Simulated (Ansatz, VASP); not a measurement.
# Al3As: VASP beside Ansatz

```xyz
4
Lattice="-1.9551 1.9551 4.5893 1.9551 -1.9551 4.5893 1.9551 1.9551 -4.5893" Properties=species:S:1:pos:R:3 pbc="T T T"
Al    0.0000    0.0000    4.5893
Al    1.9551    0.0000    2.2947
Al    0.0000    1.9551    2.2947
As    0.0000    0.0000    0.0000
```

Alike in both runs: functional PBE; k mesh 6 × 6 × 6; occupations gaussian, width 0.1 eV; no spin polarisation.

Ansatz relaxed the structure, and its values are those at the end. VASP's run is a single point on that final structure, the one shown.

|  | VASP | Ansatz |
| --- | --- | --- |
| version | VASP 6.6.1 | Ansatz 0.2.0 |
| potentials or method | VASP PAW PBE potentials, release 64 (Al, As), cutoff 520 eV | scalar-relativistic, plane waves, PAW |
| valence electrons in the cell | 14 | 24 |

```csv
,VASP,Ansatz,Ansatz less VASP
gap on the k mesh at the Fermi level (eV),none,none,-
pressure (GPa),0.0,-0.1,-0.05
```

A gap of «none» marks a metal or a gap that the smearing closes. The functional is the same, so the differences come from potentials, cutoffs and numerics. VASP's potentials hold 14 valence electrons a cell and Ansatz's 24, so a difference there can come from the potentials and not from the codes.

The k mesh is coarse, so the values compare programs but aren't converged.
